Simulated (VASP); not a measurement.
TiO2: single point with PBE

TiO2:

```xyz
6
Lattice="-1.8996 1.8996 4.8485 1.8996 -1.8996 4.8485 1.8996 1.8996 -4.8485" Properties=species:S:1:pos:R:3 pbc="T T T"
Ti    0.0000    1.8996    2.4243
Ti    0.0000    0.0000    0.0000
O     0.0000    0.0000    7.6946
O     0.0000    1.8996    0.4219
O     0.0000    1.8996    4.4266
O     0.0000    0.0000    2.0024
```

```
Program                : VASP 6.6.1
Task                   : single point
Functional             : PBE
Potentials or basis    : VASP PAW PBE potentials, release 64 (Ti_sv, O)
Cutoff                 : 520 eV
k mesh                 : 10 × 10 × 10
Occupations            : fermi-dirac, width 0.05 eV
Spin                   : no spin polarisation
Dipole correction      : no
Further INCAR settings : ALGO = Normal; EDIFF = 1e-07; NBANDS = 33
```

* Pressure: 0.7 GPa
* Largest force: 0.019 eV/Å
* Band gap on the k mesh: 2.11 eV (least direct gap 2.41 eV)

Forces on the atoms (eV/Å):
```
Ti   0.000  0.000  0.000
Ti   0.000  0.000  0.000
O    0.000  0.000 -0.019
O    0.000  0.000 -0.019
O    0.000  0.000  0.019
O    0.000  0.000  0.019
```

Stress tensor (GPa, compression positive):
```
0.66 0.00 0.00
0.00 0.66 0.00
0.00 0.00 0.76
```

Levels at points of the mesh, in eV from the valence-band top:
| k point | band 21 | band 22 | band 23 | band 24 | band 25 | band 26 | band 27 | band 28 |
| --- | --- | --- | --- | --- | --- | --- | --- | --- |
| (0.00, 0.00, 0.00) | -0.79 | -0.78 | -0.41 | -0.41 | 2.11 | 2.78 | 3.97 | 3.97 |
| (0.50, 0.00, 0.00) | -1.88 | -0.87 | -0.84 | -0.63 | 3.19 | 3.46 | 3.51 | 3.53 |
| (0.50, 0.50, 0.00) | -1.97 | -1.97 | -0.04 | -0.04 | 3.22 | 3.22 | 3.69 | 3.69 |
| (0.50, 0.50, 0.50) | -1.23 | -1.23 | -0.09 | -0.09 | 2.44 | 2.44 | 3.70 | 3.70 |

Run time: 6.7 min on 1 thread of Intel(R) Xeon(R) Platinum 8488C (Sapphire Rapids) (shared host), peak memory 0.37 GiB.

A k mesh can miss the band edges. A hybrid or GW would open this gap; PBE tends to underestimate it.
